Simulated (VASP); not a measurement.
# Sb (P4/mmm) in VASP: a series of runs

Runs on Sb. Level: PBEsol. Tasks: single point.

Everything below comes from runs of VASP 6.6.1. Logs are shortened: lines on timing, memory, paths and dates and some standing lists are left out, and cuts for length are marked.

**1. The cell of the first run**

The structure is tetragonal, space group P4/mmm (No. 123). Conventional cell: a = 3.160 Å, b = 3.160 Å, c = 2.923 Å, α = 90.00°, β = 90.00°, γ = 90.00°. Sb (site symmetry 4/mmm) has 6 Sb at 2.92 to 3.16 Å within 3.8 Å.

**2. Single point, PBEsol (strain -0.0750 x Voigt [0, 1, 0, 0, 0, 0])**

The input, INCAR:

```
PREC = Accurate
ENCUT = 520
EDIFF = 1E-6
ISMEAR = 0
SIGMA = 0.15
LREAL = F
LASPH = T
NELM = 80
ALGO = Normal
ISIF = 2
LWAVE = F
LCHARG = F
GGA = PS
NBANDS = 8
```

The input, KPOINTS:

```
Automatic mesh
0
Gamma
  16 16 16
```

The input, POSCAR:

```
Sb
1.0
    3.1600000000      0.0000000000      0.0000000000
    0.0000000000      2.9230000000      0.0000000000
    0.0000000000      0.0000000000      3.1600000000
Sb
1
Direct
    0.0000000000      0.0000000000      0.0000000000
```

Potentials or basis: VASP PAW PBE potentials, release 64 (Sb).

The run is started by

```console
cat potpaw_PBE.64/Sb/POTCAR > POTCAR
mpirun -np 1 vasp_std > vasp.out
```

OUTCAR:

```text
PREC = Accurate
   ENCUT = 520
   EDIFF = 1E-6
   ISMEAR = 0
   LREAL = F
   LASPH = T
   NELM = 80
   ISIF = 2
   GGA = PS

 ion  position               nearest neighbor table
   1  0.000  0.000  0.000-

  LATTYP: Found a simple tetragonal cell.
 ALAT       =     3.1600000000
 C/A-ratio  =     0.9250000000

  Lattice vectors:

 A1 = (  -3.1600000000,   0.0000000000,   0.0000000000)
 A2 = (   0.0000000000,   0.0000000000,   3.1600000000)
 A3 = (   0.0000000000,   2.9230000000,   0.0000000000)

Analysis of symmetry for initial positions (statically):
=====================================================================
 Subroutine PRICEL returns:
 Original cell was already a primitive cell.

 Routine SETGRP: Setting up the symmetry group for a
 simple tetragonal supercell.

 Subroutine GETGRP returns: Found 16 space group operations
 (whereof 16 operations were pure point group operations)
 out of a pool of 16 trial point group operations.

The static configuration has the point symmetry D_4h.

Analysis of symmetry for dynamics (positions and initial velocities):
=====================================================================
 Subroutine PRICEL returns:
 Original cell was already a primitive cell.

 Routine SETGRP: Setting up the symmetry group for a
 simple tetragonal supercell.

 Subroutine GETGRP returns: Found 16 space group operations
 (whereof 16 operations were pure point group operations)
 out of a pool of 16 trial point group operations.

The dynamic configuration has the point symmetry D_4h.

 Subroutine INISYM returns: Found 16 space group operations
 (whereof 16 operations are pure point group operations),
 and found     1 'primitive' translations

----------------------------------------------------------------------------------------

                                     Primitive cell

  volume of cell :      29.1879

  direct lattice vectors                    reciprocal lattice vectors
     3.160000000  0.000000000  0.000000000     0.316455696  0.000000000  0.000000000
     0.000000000  2.923000000  0.000000000     0.000000000  0.342114266  0.000000000
     0.000000000  0.000000000  3.160000000     0.000000000  0.000000000  0.316455696

  length of vectors
     3.160000000  2.923000000  3.160000000     0.316455696  0.342114266  0.316455696

  position of ions in fractional coordinates (direct lattice)
     0.000000000  0.000000000  0.000000000

  ion indices of the primitive-cell ions
   primitive index   ion index
                 1           1

----------------------------------------------------------------------------------------

 KPOINTS: Automatic mesh

Automatic generation of k-mesh.
 Grid dimensions read from file:
 generate k-points for:   16   16   16

 Generating k-lattice:

  Cartesian coordinates                     Fractional coordinates (reciprocal lattice)
     0.019778481  0.000000000  0.000000000     0.062500000  0.000000000  0.000000000
     0.000000000  0.021382142  0.000000000     0.000000000  0.062500000  0.000000000
     0.000000000  0.000000000  0.019778481     0.000000000  0.000000000  0.062500000

  Length of vectors
     0.019778481  0.021382142  0.019778481

  Shift w.r.t. Gamma in fractional coordinates (k-lattice)
     0.000000000  0.000000000  0.000000000

 Subroutine IBZKPT returns following result:
 ===========================================

 Found    405 irreducible k-points:

 Following reciprocal coordinates:
            Coordinates               Weight
  0.000000  0.000000  0.000000      1.000000
  0.062500  0.000000  0.000000      4.000000
  0.125000  0.000000  0.000000      4.000000
  0.187500  0.000000  0.000000      4.000000
  0.250000  0.000000  0.000000      4.000000
  0.312500  0.000000  0.000000      4.000000
[... 16 lines left out ...]
  0.250000  0.125000  0.000000      8.000000
  0.312500  0.125000  0.000000      8.000000
 [... further k-points ...]
   k-points           NKPTS =    405   k-points in BZ     NKDIM =    405   number of bands    NBANDS=      8
   number of dos      NEDOS =    301   number of ions     NIONS =      1
   total plane-waves  NPLWV =  13824
   dimension x,y,z NGX =    24 NGY =   24 NGZ =   24
   dimension x,y,z NGXF=    48 NGYF=   48 NGZF=   48
   ions per type =               1
   NGX,Y,Z   is equivalent  to a cutoff of  12.63, 13.65, 12.63 a.u.
   NGXF,Y,Z  is equivalent  to a cutoff of  25.25, 27.30, 25.25 a.u.
 SYSTEM =  unknown system
   PREC   = accura    normal or accurate (medium, high low for compatibility)
   ISTART =      0    job   : 0-new  1-cont  2-samecut
   ICHARG =      2    charge: 1-file 2-atom 10-const
   ISPIN  =      1    spin polarized calculation?
   LNONCOLLINEAR =      F non collinear calculations
   LSORBIT =      F    spin-orbit coupling
   LASPH  =      T    aspherical Exc in radial PAW
   ENCUT  =  520.0 eV  38.22 Ry    6.18 a.u.   5.88  5.43  5.88*2*pi/ulx,y,z
   NELM   =     80;   NELMIN=  2; NELMDL= -5     # of ELM steps
   EDIFF  = 0.1E-05   stopping-criterion for ELM
   LREAL  =      F    real-space projection
   EDIFFG = 0.1E-04   stopping-criterion for IOM
   NSW    =      0    number of steps for IOM
   IBRION =     -1    ionic relax: 0-MD 1-quasi-New 2-CG
   NFREE  =      0    steps in history (QN), initial steepest desc. (CG)
   ISIF   =      2    stress and relaxation
   ISYM   =      2    0-nonsym 1-usesym 2-fastsym
   POTIM  = 0.5000    time-step for ionic-motion
   TEBEG  =    0.0;   TEEND  =   0.0 temperature during run
   PSTRESS=    0.0 pullay stress
   NELECT =       5.0000    total number of electrons
   NUPDOWN=      -1.0000    fix difference up-down
   EMIN   =  10.00;   EMAX   =-10.00  energy-range for DOS
   EFERMI =   0.00;   METHOD = LEGACY
   ISMEAR =     0;   SIGMA  =   0.15  broadening in eV -4-tet -1-fermi 0-gaus
   EFERMI_NEDOS =   21; number of points for ismear=-14 and -15
   IALGO  =     38    algorithm
   IMIX   =      4    mixing-type and parameters
     AMIX     =   0.40;   BMIX     =  1.00
     AMIX_MAG =   1.60;   BMIX_MAG =  1.00
  volume/ion in A,a.u.               =      29.19       196.97
  Fermi-wavevector in a.u.,A,eV,Ry     =   0.909209  1.718156 11.247412  0.826661
  Thomas-Fermi vector in A             =   2.033227
   LORBIT       =      0    0 simple, 1 ext, 2 COOP (PROOUT), +10 PAW based schemes
   GGA     = PS    functional components
   LHFCALC =     F    Hartree Fock is set to
   AEXX    =    0.0000 exact exchange contribution
   IVDW    =     0    specifies the selected vdW correction
   LEPSILON=     F    determine dielectric tensor
   LRPA    =     F    only Hartree local field effects (RPA)
 non-spin polarized calculation
 Gauss-broadening in eV      SIGMA  =   0.15
  energy-cutoff  :      520.00
  volume of cell :       29.19
 maximum number of plane-waves:       808
 NGX is ok and might be reduce to    24
   NGX = 11   NGY = 11   NGZ = 11

 number of electron       5.0000000 magnetization

 Free energy of the ion-electron system (eV)
  ---------------------------------------------------
  ext. energy  EPLUGINS =         0.00000000
  ---------------------------------------------------
  free energy    TOTEN  =        -4.49019812 eV

  energy without entropy =       -4.48579819  energy(sigma->0) =       -4.48799815

 E-fermi :   7.2325     XC(G=0):  -9.8388

 val. band max:        7.2118756843   @ k =   0.1875   0.1875   0.1875
 cond. band min:       7.2497031134   @ k =   0.3125   0.5000   0.3125
 fundamental gap:      0.0378274291
 Fermi energy:         7.2325300056

 k-point     1 :       0.0000    0.0000    0.0000
  band No.  band energies     occupation
      1      -5.3573      2.00000
      2       9.8167      0.00000
      3       9.8167      0.00000
      4      12.1603      0.00000
      5      13.7135      0.00000
      6      13.9736      0.00000
      7      16.4071      0.00000
      8      24.3775      0.00000

 k-point     2 :       0.0625    0.0000    0.0000
  band No.  band energies     occupation
      1      -5.3043      2.00000
      2       9.1191      0.00000
      3       9.8678      0.00000
      4      12.2128      0.00000
      5      13.8740      0.00000
      6      14.5942      0.00000
      7      16.4927      0.00000
      8      23.7332      0.00000

 k-point     3 :       0.1250    0.0000    0.0000
  band No.  band energies     occupation
      1      -5.1470      2.00000
      2       7.7478      0.00000
      3      10.0181      0.00000
      4      12.3673      0.00000
      5      14.0240      0.00000
      6      15.8623      0.00000
      7      16.9471      0.00000
      8      22.6621      0.00000

 k-point     4 :       0.1875    0.0000    0.0000
  band No.  band energies     occupation
      1      -4.8899      2.00000
      2       6.2793      2.00000
      3      10.2577      0.00000
      4      12.6136      0.00000
      5      14.2510      0.00000
      6      16.4797      0.00000
      7      18.3760      0.00000
      8      21.5643      0.00000

 k-point     5 :       0.2500    0.0000    0.0000
  band No.  band energies     occupation
      1      -4.5439      2.00000
      2       4.8785      2.00000
      3      10.5678      0.00000
      4      12.9329      0.00000
      5      14.5623      0.00000
      6      16.8445      0.00000
      7      20.0424      0.00000
      8      20.5222      0.00000

 k-point     6 :       0.3125    0.0000    0.0000
  band No.  band energies     occupation
      1      -4.1310      2.00000
      2       3.6183      2.00000
      3      10.9169      0.00000
      4      13.2931      0.00000
      5      14.9522      0.00000
      6      17.2250      0.00000
      7      19.5895      0.00000
      8      20.1802      0.00000

 k-point     7 :       0.3750    0.0000    0.0000
  band No.  band energies     occupation
      1      -3.6971      2.00000
      2       2.5677      2.00000
      3      11.2547      0.00000
      4      13.6432      0.00000
      5      15.4011      0.00000
      6      17.5993      0.00000
      7      18.8281      0.00000
      8      19.4427      0.00000

 k-point     8 :       0.4375    0.0000    0.0000
  band No.  band energies     occupation
      1      -3.3342      2.00000
      2       1.8308      2.00000
      3      11.5103      0.00000
      4      13.9094      0.00000
      5      15.8445      0.00000
      6      17.7452      0.00000
      7      18.3159      0.00000
      8      19.1377      0.00000

 k-point     9 :       0.5000    0.0000    0.0000
  band No.  band energies     occupation
      1      -3.1847      2.00000
      2       1.5560      2.00000
      3      11.6074      0.00000
      4      14.0110      0.00000
      5      16.0705      0.00000
      6      17.6490      0.00000
      7      18.1328      0.00000
      8      19.4276      0.00000

 k-point    10 :       0.0000    0.0625    0.0000
  band No.  band energies     occupation
      1      -5.2891      2.00000
      2       9.8872      0.00000
      3       9.8872      0.00000
      4      11.2009      0.00000
      5      13.7665      0.00000
      6      14.1534      0.00000
      7      17.2959      0.00000
      8      24.4072      0.00000
[... 78 lines left out ...]
 k-point    18 :       0.5000    0.0625    0.0000
  band No.  band energies     occupation
      1      -3.1162      2.00000
      2       1.6227      2.00000
      3      11.6804      0.00000
      4      13.1326      0.00000
      5      16.3540      0.00000
      6      17.5439      0.00000
      7      18.1840      0.00000
      8      18.2368      0.00000

 k-point    19 :       0.0000    0.1250    0.0000
  band No.  band energies     occupation
      1      -5.0849      2.00000
      2       9.4718      0.00000
      3      10.0955      0.00000
      4      10.0955      0.00000
      5      13.9255      0.00000
      6      14.3849      0.00000
      7      19.1079      0.00000
      8      23.6298      0.00000

 k-point    20 :       0.0625    0.1250    0.0000
  band No.  band energies     occupation
      1      -5.0320      2.00000
      2       9.3330      0.00000
      3       9.5900      0.00000
      4      10.1468      0.00000
      5      14.1435      0.00000
      6      14.9803      0.00000
      7      19.1388      0.00000
      8      22.9230      0.00000

 k-point    21 :       0.1250    0.1250    0.0000
  band No.  band energies     occupation
      1      -4.8745      2.00000
      2       8.0063      0.00000
      3       9.7006      0.00000
      4      10.2976      0.00000
      5      14.3227      0.00000
      6      16.5094      0.00000
      7      19.2129      0.00000
      8      21.7954      0.00000

 k-point    22 :       0.1875    0.1250    0.0000
  band No.  band energies     occupation
      1      -4.6174      2.00000
      2       6.5420      2.00000
      3       9.9455      0.00000
      4      10.5381      0.00000
      5      14.5599      0.00000
      6      18.2319      0.00000
      7      19.2173      0.00000
      8      20.8156      0.00000

 k-point    23 :       0.2500    0.1250    0.0000
  band No.  band energies     occupation
      1      -4.2713      2.00000
      2       5.1427      2.00000
      3      10.2721      0.00000
      4      10.8495      0.00000
      5      14.8809      0.00000
      6      18.7510      0.00000
      7      19.6059      0.00000
      8      20.5553      0.00000

 k-point    24 :       0.3125    0.1250    0.0000
  band No.  band energies     occupation
      1      -3.8581      2.00000
      2       3.8832      2.00000
      3      10.6528      0.00000
      4      11.2003      0.00000
      5      15.2839      0.00000
      6      17.9154      0.00000
      7      19.7464      0.00000
      8      19.7918      0.00000

 [... further k-points ...]

------------------------ aborting loop because EDIFF is reached ----------------------------------------

  FORCE on cell =-STRESS in cart. coord.  units (eV):
  Direction    XX          YY          ZZ          XY          YZ          ZX
  --------------------------------------------------------------------------------------
  -------------------------------------------------------------------------------------
  Total       -0.6830904      1.2525377     -0.6830904     -0.0000000      0.0000000      0.0000000
  in kB      -37.4960735     68.7540669    -37.4960735     -0.0000000      0.0000000      0.0000000
  external PRESSURE =      -2.0793600 kB  Pullay stress =       0.0000000 kB

 VOLUME and BASIS-vectors are now :
 -----------------------------------------------------------------------------
  energy-cutoff  :      520.00
  volume of cell :       29.19
      direct lattice vectors                 reciprocal lattice vectors
     3.160000000  0.000000000  0.000000000     0.316455696  0.000000000  0.000000000
     0.000000000  2.923000000  0.000000000     0.000000000  0.342114266  0.000000000
     0.000000000  0.000000000  3.160000000     0.000000000  0.000000000  0.316455696

 POSITION                                       TOTAL-FORCE (eV/Angst)
 -----------------------------------------------------------------------------------
      0.00000      0.00000      0.00000         0.000000      0.000000      0.000000
 -----------------------------------------------------------------------------------
    total drift:                               -0.000000      0.000000      0.000000

  FREE ENERGIE OF THE ION-ELECTRON SYSTEM (eV)
  ---------------------------------------------------
  free  energy   TOTEN  =        -4.4901981174 eV

  energy  without entropy=       -4.4857981914  energy(sigma->0) =       -4.48799815
```

Wall time 25 s (1 thread of Intel Xeon Platinum 8259CL at 2.50GHz (Skylake/Cascade Lake), shared host); peak memory 0.21 GiB.

What came out:

```yaml
Free_energy: -4.4902 eV
Pressure: -0.2 GPa
```

Stress tensor (GPa, compression positive):
```
-3.75  0.00  0.00
 0.00  6.88  0.00
 0.00  0.00 -3.75
```

Caveat: the cell differs from its parent crystal (strain -0.0750 x Voigt [0, 1, 0, 0, 0, 0]); the PAW data sets were made with another functional, which shifts forces and pressure a little; spin-orbit coupling is left out, which moves the levels of the heavy elements.

**3. Single point, PBEsol (strain -0.0375 x Voigt [0, 1, 0, 0, 0, 0])**

The input, INCAR:

```
SYSTEM = Sb
PREC     = Accurate       ! precision mode
ENCUT    = 520            ! plane-wave cutoff, eV
EDIFF    = 1E-6           ! SCF threshold, eV
ISMEAR   = 0              ! smearing method
SIGMA    = 0.15           ! smearing width, eV
LREAL    = .False.        ! projectors in reciprocal space
LASPH    = .True.         ! aspherical terms in the spheres
NELM     = 100            ! most SCF steps
ALGO     = Normal         ! electronic algorithm
ISIF     = 2              ! what is computed and relaxed
LWAVE    = .False.        ! write WAVECAR
LCHARG   = .False.        ! write CHGCAR
GGA      = PS             ! functional
NBANDS   = 8              ! bands
```

The input, KPOINTS:

```
regular mesh
0
Gamma
  16 16 16
  0 0 0
```

The input, POSCAR:

```
Sb
1.0
    3.1600000000      0.0000000000      0.0000000000
    0.0000000000      3.0415000000      0.0000000000
    0.0000000000      0.0000000000      3.1600000000
Sb
1
Direct
    0.0000000000      0.0000000000      0.0000000000
```

Potentials or basis: VASP PAW PBE potentials, release 64 (Sb).

The run is started by

```console
cat potpaw_PBE.64/Sb/POTCAR > POTCAR
mpirun -np 1 vasp_std > vasp.out
```

Wall time 24 s (1 thread of Intel Xeon Platinum 8259CL at 2.50GHz (Skylake/Cascade Lake), shared host); peak memory 0.21 GiB.

The run converged. Its results:

```yaml
Free_energy: -4.5102 eV
Pressure: -3.0 GPa
```

Stress tensor (GPa, compression positive):
```
-4.11  0.00  0.00
 0.00 -0.70  0.00
 0.00  0.00 -4.11
```

Levels at points of the mesh, in eV from the Fermi level:
```tsv
k point	band 1	band 2	band 3	band 4	band 5	band 6
(0.00, 0.00, 0.00)	-12.27	2.87	2.87	3.95	6.70	6.93
(0.50, 0.00, 0.00)	-10.07	-5.43	4.68	5.79	8.93	10.51
(0.00, 0.50, 0.00)	-9.57	-5.54	5.09	5.09	9.04	10.12
(0.50, 0.50, 0.00)	-7.22	-3.68	-3.15	2.23	6.93	12.66
(0.50, 0.00, 0.50)	-7.76	-3.52	-3.52	2.14	7.64	12.98
(0.50, 0.50, 0.50)	-4.63	-1.95	-1.37	-1.37	4.75	4.75
```

Caveat: the cell differs from its parent crystal (strain -0.0375 x Voigt [0, 1, 0, 0, 0, 0]); the PAW data sets were made with another functional, which shifts forces and pressure a little; spin-orbit coupling is left out, which moves the levels of the heavy elements.

(Part 1 of 2 ends here.)
